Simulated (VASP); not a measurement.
## Ga: single point with LDA

Crystal: Ga.

```xyz
4
Lattice="2.1879 -3.6913 0.0000 2.1879 3.6913 0.0000 0.0000 0.0000 4.3652" Properties=species:S:1:pos:R:3 pbc="T T T"
Ga    2.1879   -2.5423    0.3751
Ga    2.1879   -1.1490    2.5577
Ga    2.1879    2.5423    3.9900
Ga    2.1879    1.1490    1.8074
```

```
Program                : VASP 6.6.1
Task                   : single point
Functional             : LDA
Potentials or basis    : VASP PAW LDA potentials, release 64 (Ga_d)
Cutoff                 : 520 eV
k mesh                 : 11 × 11 × 10
Occupations            : fermi-dirac, width 0.1 eV
Spin                   : no spin polarisation
Dipole correction      : no
Further INCAR settings : ALGO = Normal; EDIFF = 1e-06; NBANDS = 34
```

```
Pressure               : 3.3 GPa
Largest force          : 0.012 eV/Å
Band gap on the k mesh : zero (bands 26 and 27 overlap by 1.42 eV)
```

Forces on the atoms (eV/Å):
```
Ga   0.000  0.012 -0.001
Ga   0.000 -0.012 -0.001
Ga   0.000 -0.012  0.001
Ga   0.000  0.012  0.001
```

Stress tensor (GPa, compression positive):
```
3.10 0.00 0.00
0.00 3.59 0.00
0.00 0.00 3.31
```

Levels at points of the mesh, in eV from the Fermi level:
```csv
k point,band 23,band 24,band 25,band 26,band 27,band 28,band 29,band 30
"(0.00, 0.00, 0.00)",-3.93,-1.93,-1.58,-0.79,0.91,1.02,1.24,5.63
"(0.00, 0.00, 0.50)",-0.06,-0.06,0.12,0.12,0.20,0.20,2.29,2.29
```

Wall time 4.4 min on 1 thread of Intel(R) Xeon(R) Platinum 8259CL CPU @ 2.50GHz (Skylake/Cascade Lake), with other jobs on the host, peak memory 0.42 GiB.

Caveat: the cell stands under pressure.
